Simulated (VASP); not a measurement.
Write the native input for VASP 6.6.1 that does the following.

```
Task                   : relaxation of cell and atoms
Functional             : PBE
Potentials or basis    : VASP PAW PBE potentials, release 64 (Cd)
Cutoff                 : 600 eV
k mesh                 : 15 × 15 × 8
Occupations            : fermi-dirac, width 0.08 eV
Spin                   : no spin polarisation
Dipole correction      : no
Further INCAR settings : ALGO = Normal; EDIFF = 1e-06; IBRION = 2; EDIFFG = -0.005; NSW = 60; ISIF = 3
```

The structure of Cd lies in POSCAR:

```
Cd
1.0
    3.2055535732      0.0000000000      0.0000000000
   -1.6027767866      2.7760908276      0.0000000000
    0.0000000000      0.0000000000      5.1929967886
Cd
2
Direct
    0.3333333333      0.6666666667      0.2500000000
    0.6666666667      0.3333333333      0.7500000000
```

These files were run (other wordings do the same):

INCAR

```
  PREC = Accurate
  ENCUT = 600
  EDIFF = 1E-6
  ISMEAR = -1
  SIGMA = 0.08
  LREAL = F
  LASPH = T
  NELM = 100
  ALGO = Normal
  ISIF = 3
  LWAVE = F
  LCHARG = F
  GGA = PE
  IBRION = 2
  NSW = 60
  EDIFFG = -0.005
```

KPOINTS

```
regular mesh
0
Gamma
  15 15 8
```

Potentials or basis: VASP PAW PBE potentials, release 64 (Cd).

Run with:

```console
$ cat potpaw_PBE.64/Cd/POTCAR > POTCAR
$ mpirun -np 1 vasp_std > vasp.out
```

It gave:

The relaxed volume is 22.75 Å³/atom, the relaxed cell is a = 3.209 Å, b = 3.209 Å, c = 5.103 Å, α = 90.00°, β = 90.00°, γ = 120.00° and the space group after relaxing (to 0.1 Å) is P6_3/mmc (No. 194). The energy gained by relaxing is 1.0 meV/atom and the ionic steps are 23. The pressure after relaxing is 0.0 GPa and the band gap on the k mesh is zero (bands 12 and 13 overlap by 2.35 eV).

It took 14 min on 1 thread of Intel(R) Xeon(R) Platinum 8259CL CPU @ 2.50GHz (Skylake/Cascade Lake), with other jobs on the host, peak memory 0.27 GiB.
